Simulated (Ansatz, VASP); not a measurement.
## Pt in VASP and in Ansatz

File INCAR:

```
PREC = Accurate ; ENCUT = 520
EDIFF = 1E-6 ; ISMEAR = 0
SIGMA = 0.15 ; LREAL = F
LASPH = T ; NELM = 60
ALGO = Fast ; ISIF = 2
LWAVE = F ; LCHARG = F
GGA = PS ; NBANDS = 50
```

File KPOINTS:

```
Automatic mesh
0
Gamma
  14 14 14
```

File POSCAR:

```
Pt
1.0
   -3.9180606910      3.9180606910      0.0000000000
   -3.9180606910      0.0000000000      3.9180606910
    0.0000000000      3.9180606910      3.9180606910
Pt
8
Direct
    0.0382842462     -0.0382842462     -0.0382842462
    0.5000000000      0.0000000000      0.0000000000
    0.0000000000      0.5000000000      0.0000000000
    0.0000000000      0.0000000000      0.5000000000
    0.5000000000      0.5000000000      0.0000000000
    0.5000000000      0.0000000000      0.5000000000
    0.0000000000      0.5000000000      0.5000000000
    0.5000000000      0.5000000000      0.5000000000
```

Input for Ansatz:

```yaml
crystal:
  lattice:
    - [-3.918060691, 3.918060691, 0.0]
    - [-3.918060691, 0.0, 3.918060691]
    - [0.0, 3.918060691, 3.918060691]
  atoms:
    - { symbol: Pt, position: [0.0382842462, -0.0382842462, -0.0382842462] }
    - { symbol: Pt, position: [0.5, 0.0, 0.0] }
    - { symbol: Pt, position: [0.0, 0.5, 0.0] }
    - { symbol: Pt, position: [0.0, 0.0, 0.5] }
    - { symbol: Pt, position: [0.5, 0.5, 0.0] }
    - { symbol: Pt, position: [0.5, 0.0, 0.5] }
    - { symbol: Pt, position: [0.0, 0.5, 0.5] }
    - { symbol: Pt, position: [0.5, 0.5, 0.5] }
basis:
  ecutwfc: 420
kpoints:
  mp_grid: { grid: [14, 14, 14] }
hamiltonian:
  xc: pbesol
scf:
  occupations: { method: gaussian, width: 0.15 }
output:
  forces: true
  stress: true
  eigenvalues: true
```

Alike in both runs: task single point; functional PBEsol; k mesh 14 × 14 × 14; occupations gaussian, width 0.15 eV; no spin polarisation.

|  | VASP | Ansatz |
| --- | --- | --- |
| version | VASP 6.6.1 | Ansatz 0.2.0 |
| potentials or method | VASP PAW PBE potentials, release 64 (Pt), cutoff 520 eV | scalar-relativistic, plane waves, PAW |
| valence electrons in the cell | 80 | 144 |

```csv
,VASP,Ansatz,Ansatz less VASP
gap on the k mesh at the Fermi level (eV),none,none,-
pressure (GPa),3.2,3.6,+0.39
rms of the force components (eV/Å),1.075,1.080,+0.0052
```

VASP's potentials were made for PBE, not for PBEsol. Atom by atom the forces differ by 0.005 eV/Å (rms over components). A gap of «none» marks a metal or a gap that the smearing closes. VASP's potentials hold 80 valence electrons a cell and Ansatz's 144, so a difference there can come from the potentials and not from the codes.

Neither program's run includes spin-orbit coupling.
